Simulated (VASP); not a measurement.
A run of VASP 6.6.1 is set up as follows.

The input INCAR:

```
SYSTEM = Au
PREC = Accurate
ENCUT = 520
EDIFF = 1E-8
ISMEAR = 0
SIGMA = 0.1
LREAL = .FALSE.
LASPH = .TRUE.
NELM = 60
ALGO = Normal
ISIF = 2
LWAVE = .FALSE.
LCHARG = .FALSE.
GGA = PS
LEFG = .TRUE.
NBANDS = 12
```

The input KPOINTS:

```
Automatic mesh
0
G
  18 18 18
  0 0 0
```

Contents of POSCAR:

```
Au
1.0
    0.0000000000      2.0390000000      2.0390000000
    2.0390000000      0.0000000000      2.0390000000
    2.0390000000      2.0390000000      0.0000000000
Au
1
Direct
    0.0000000000      0.0000000000      0.0000000000
```

Potentials or basis: VASP PAW PBE potentials, release 64 (Au).

Launch:

```console
$ cat potpaw_PBE.64/Au/POTCAR > POTCAR
$ mpirun -np 1 vasp_std > vasp.out
```

Q: Estimate the pressure.

A: 0.4 GPa.

Caveat: without QUAD_EFG the Cq values of the log hold for a quadrupole moment of 1 mb, not for the nuclei; the PAW data sets were made with another functional, which shifts forces and pressure a little.
